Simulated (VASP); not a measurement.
# C (P6_3/mmc) in VASP: a series of runs, part 2 of 2

VASP 6.6.1. The steps go on from the part before.

## Step 3: Single point, PBE

Input file INCAR:

```
PREC = Accurate
ENCUT = 520
EDIFF = 1E-7
ISMEAR = -1
SIGMA = 0.08
LREAL = False
LASPH = True
NELM = 100
ALGO = Normal
ISIF = 2
LWAVE = False
LCHARG = False
GGA = PE
NBANDS = 11
```

Input file KPOINTS:

```
regular mesh
0
Gamma
  22 22 12
```

Input file POSCAR:

```
C
1.0
    2.3745579538      0.0000000000      0.0000000000
   -1.1872789769      2.0564275107      0.0000000000
    0.0000000000      0.0000000000      2.1686431875
C
2
Direct
    0.3333333333      0.6666666667      0.2500000000
    0.6666666667      0.3333333333      0.7500000000
```

Potentials or basis: VASP PAW PBE potentials, release 64 (C).

Command:

```
$ cat potpaw_PBE.64/C/POTCAR > POTCAR
$ mpirun -np 1 vasp_std > vasp.out
```

OUTCAR:

```text
PREC = Accurate
   ENCUT = 520
   EDIFF = 1E-7
   ISMEAR = -1
   LREAL = False
   LASPH = True
   NELM = 100
   ISIF = 2
   GGA = PE

 ion  position               nearest neighbor table
   1  0.333  0.667  0.250-   2 1.75   2 1.75   2 1.75   2 1.75   2 1.75   2 1.75
   2  0.667  0.333  0.750-   1 1.75   1 1.75   1 1.75   1 1.75   1 1.75   1 1.75

  LATTYP: Found a hexagonal cell.
 ALAT       =     2.3745579538
 C/A-ratio  =     0.9132829056

  Lattice vectors:

 A1 = (   2.3745579538,   0.0000000000,   0.0000000000)
 A2 = (  -1.1872789769,   2.0564275107,   0.0000000000)
 A3 = (   0.0000000000,   0.0000000000,   2.1686431875)

Analysis of symmetry for initial positions (statically):
=====================================================================
 Subroutine PRICEL returns:
 Original cell was already a primitive cell.

 Routine SETGRP: Setting up the symmetry group for a
 hexagonal supercell.

 Subroutine GETGRP returns: Found 24 space group operations
 (whereof 12 operations were pure point group operations)
 out of a pool of 24 trial point group operations.

The static configuration has the point symmetry D_3d.
 The point group associated with its full space group is D_6h.

Analysis of symmetry for dynamics (positions and initial velocities):
=====================================================================
 Subroutine PRICEL returns:
 Original cell was already a primitive cell.

 Routine SETGRP: Setting up the symmetry group for a
 hexagonal supercell.

 Subroutine GETGRP returns: Found 24 space group operations
 (whereof 12 operations were pure point group operations)
 out of a pool of 24 trial point group operations.

The dynamic configuration has the point symmetry D_3d.
 The point group associated with its full space group is D_6h.

 Subroutine INISYM returns: Found 24 space group operations
 (whereof 12 operations are pure point group operations),
 and found     1 'primitive' translations

----------------------------------------------------------------------------------------

                                     Primitive cell

  volume of cell :      10.5897

  direct lattice vectors                    reciprocal lattice vectors
     2.374557954  0.000000000  0.000000000     0.421131014  0.243140105  0.000000000
    -1.187278977  2.056427511  0.000000000     0.000000000  0.486280209  0.000000000
     0.000000000  0.000000000  2.168643187     0.000000000  0.000000000  0.461117811

  length of vectors
     2.374557954  2.374557954  2.168643187     0.486280209  0.486280209  0.461117811

  position of ions in fractional coordinates (direct lattice)
     0.333333333  0.666666667  0.250000000
     0.666666667  0.333333333  0.750000000

  ion indices of the primitive-cell ions
   primitive index   ion index
                 1           1
                 2           2

----------------------------------------------------------------------------------------

 KPOINTS: regular mesh

Automatic generation of k-mesh.
 Grid dimensions read from file:
 generate k-points for:   22   22   12

 Generating k-lattice:

  Cartesian coordinates                     Fractional coordinates (reciprocal lattice)
     0.019142319  0.011051823  0.000000000     0.045454545 -0.000000000  0.000000000
     0.000000000  0.022103646  0.000000000     0.000000000  0.045454545  0.000000000
     0.000000000  0.000000000  0.038426484     0.000000000  0.000000000  0.083333333

  Length of vectors
     0.022103646  0.022103646  0.038426484

  Shift w.r.t. Gamma in fractional coordinates (k-lattice)
     0.000000000  0.000000000  0.000000000

 Subroutine IBZKPT returns following result:
 ===========================================

 Found    364 irreducible k-points:

 Following reciprocal coordinates:
            Coordinates               Weight
  0.000000  0.000000  0.000000      1.000000
  0.045455 -0.000000  0.000000      6.000000
  0.090909 -0.000000  0.000000      6.000000
  0.136364 -0.000000  0.000000      6.000000
  0.181818 -0.000000  0.000000      6.000000
  0.227273 -0.000000  0.000000      6.000000
[... 16 lines left out ...]
  0.090909  0.090909  0.000000      6.000000
  0.136364  0.090909  0.000000     12.000000
 [... further k-points ...]
   k-points           NKPTS =    364   k-points in BZ     NKDIM =    364   number of bands    NBANDS=     11
   number of dos      NEDOS =    301   number of ions     NIONS =      2
   total plane-waves  NPLWV =   5184
   dimension x,y,z NGX =    18 NGY =   18 NGZ =   16
   dimension x,y,z NGXF=    36 NGYF=   36 NGZF=   32
   ions per type =               2
   NGX,Y,Z   is equivalent  to a cutoff of  12.60, 12.60, 12.27 a.u.
   NGXF,Y,Z  is equivalent  to a cutoff of  25.20, 25.20, 24.53 a.u.
 SYSTEM =  unknown system
   PREC   = accura    normal or accurate (medium, high low for compatibility)
   ISTART =      0    job   : 0-new  1-cont  2-samecut
   ICHARG =      2    charge: 1-file 2-atom 10-const
   ISPIN  =      1    spin polarized calculation?
   LNONCOLLINEAR =      F non collinear calculations
   LSORBIT =      F    spin-orbit coupling
   LASPH  =      T    aspherical Exc in radial PAW
   ENCUT  =  520.0 eV  38.22 Ry    6.18 a.u.   4.42  4.42  4.03*2*pi/ulx,y,z
   NELM   =    100;   NELMIN=  2; NELMDL= -5     # of ELM steps
   EDIFF  = 0.1E-06   stopping-criterion for ELM
   LREAL  =      F    real-space projection
   EDIFFG = 0.1E-05   stopping-criterion for IOM
   NSW    =      0    number of steps for IOM
   IBRION =     -1    ionic relax: 0-MD 1-quasi-New 2-CG
   NFREE  =      0    steps in history (QN), initial steepest desc. (CG)
   ISIF   =      2    stress and relaxation
   ISYM   =      2    0-nonsym 1-usesym 2-fastsym
   POTIM  = 0.5000    time-step for ionic-motion
   TEBEG  =    0.0;   TEEND  =   0.0 temperature during run
   PSTRESS=    0.0 pullay stress
   NELECT =       8.0000    total number of electrons
   NUPDOWN=      -1.0000    fix difference up-down
   EMIN   =  10.00;   EMAX   =-10.00  energy-range for DOS
   EFERMI =   0.00;   METHOD = LEGACY
   ISMEAR =    -1;   SIGMA  =   0.08  broadening in eV -4-tet -1-fermi 0-gaus
   EFERMI_NEDOS =   21; number of points for ismear=-14 and -15
   IALGO  =     38    algorithm
   IMIX   =      4    mixing-type and parameters
     AMIX     =   0.40;   BMIX     =  1.00
     AMIX_MAG =   1.60;   BMIX_MAG =  1.00
  volume/ion in A,a.u.               =       5.29        35.73
  Fermi-wavevector in a.u.,A,eV,Ry     =   1.490997  2.817576 30.246726  2.223072
  Thomas-Fermi vector in A             =   2.603708
   LORBIT       =      0    0 simple, 1 ext, 2 COOP (PROOUT), +10 PAW based schemes
   GGA     = PE    functional components
   LHFCALC =     F    Hartree Fock is set to
   AEXX    =    0.0000 exact exchange contribution
   IVDW    =     0    specifies the selected vdW correction
   LEPSILON=     F    determine dielectric tensor
   LRPA    =     F    only Hartree local field effects (RPA)
 non-spin polarized calculation
  energy-cutoff  :      520.00
  volume of cell :       10.59
 maximum number of plane-waves:       302
 NGX is ok and might be reduce to    18
   NGX =  9   NGY =  9   NGZ =  9

 number of electron       8.0000001 magnetization

 Free energy of the ion-electron system (eV)
  ---------------------------------------------------
  ext. energy  EPLUGINS =         0.00000000
  ---------------------------------------------------
  free energy    TOTEN  =       -11.72111517 eV

  energy without entropy =      -11.71088166  energy(sigma->0) =      -11.71599841

 E-fermi :  11.5300     XC(G=0): -14.0776

 val. band max:       11.5265946940   @ k =   0.4545   0.0455   0.2500
 cond. band min:      11.5463413433   @ k =   0.0909  -0.0000   0.2500
 fundamental gap:      0.0197466493
 Fermi energy:        11.5299722029

 k-point     1 :       0.0000    0.0000    0.0000
  band No.  band energies     occupation
      1     -11.3554      2.00000
      2       9.2880      2.00000
      3      10.5731      1.99999
      4      10.5731      1.99999
      5      18.1194      0.00000
      6      18.1194      0.00000
      7      19.0596      0.00000
      8      25.0058      0.00000
      9      25.8188      0.00000
     10      31.6710      0.00000
     11      40.5732      0.00000
[... 309 lines left out ...]
 k-point    24 :       0.1364    0.0909    0.0000
  band No.  band energies     occupation
      1     -10.2276      2.00000
      2       6.2587      2.00000
      3       8.0918      2.00000
      4      10.3026      2.00000
      5      18.4840      0.00000
      6      19.5381      0.00000
      7      20.7443      0.00000
      8      23.6993      0.00000
      9      28.1241      0.00000
     10      31.3633      0.00000
     11      41.1809      0.00000

 [... further k-points ...]
[... 5 lines left out ...]
  --------------------------------------------------------------------------------------
  -------------------------------------------------------------------------------------
  Total        3.2587009      3.2587009      3.2683554      0.0000000      0.0000000      0.0000000
  in kB      493.0271170    493.0271170    494.4877932      0.0000000      0.0000000      0.0000000
  external PRESSURE =     493.5140091 kB  Pullay stress =       0.0000000 kB

 VOLUME and BASIS-vectors are now :
 -----------------------------------------------------------------------------
  energy-cutoff  :      520.00
  volume of cell :       10.59
      direct lattice vectors                 reciprocal lattice vectors
     2.374557954  0.000000000  0.000000000     0.421131014  0.243140105  0.000000000
    -1.187278977  2.056427511  0.000000000     0.000000000  0.486280209  0.000000000
     0.000000000  0.000000000  2.168643187     0.000000000  0.000000000  0.461117811

 POSITION                                       TOTAL-FORCE (eV/Angst)
 -----------------------------------------------------------------------------------
     -0.00000      1.37095      0.54216         0.000000     -0.000000      0.000000
      1.18728      0.68548      1.62648        -0.000000      0.000000      0.000000
 -----------------------------------------------------------------------------------
    total drift:                               -0.000000      0.000000     -0.000000

  FREE ENERGIE OF THE ION-ELECTRON SYSTEM (eV)
  ---------------------------------------------------
  free  energy   TOTEN  =       -11.7211151650 eV

  energy  without entropy=      -11.7108816609  energy(sigma->0) =      -11.71599841
```

It took 42 s on 1 thread of Intel Xeon 8259CL, shared host; peak memory 0.14 GiB.

What came out:

```
Free energy            : -11.7211 eV
Pressure               : 49.4 GPa
Band gap on the k mesh : zero (band 4 reaches 15.71 eV, above the bottom of band 5 at 6.46 eV)
```

Stress tensor (GPa, compression positive):
```
49.30  0.00  0.00
 0.00 49.30  0.00
 0.00  0.00 49.45
```
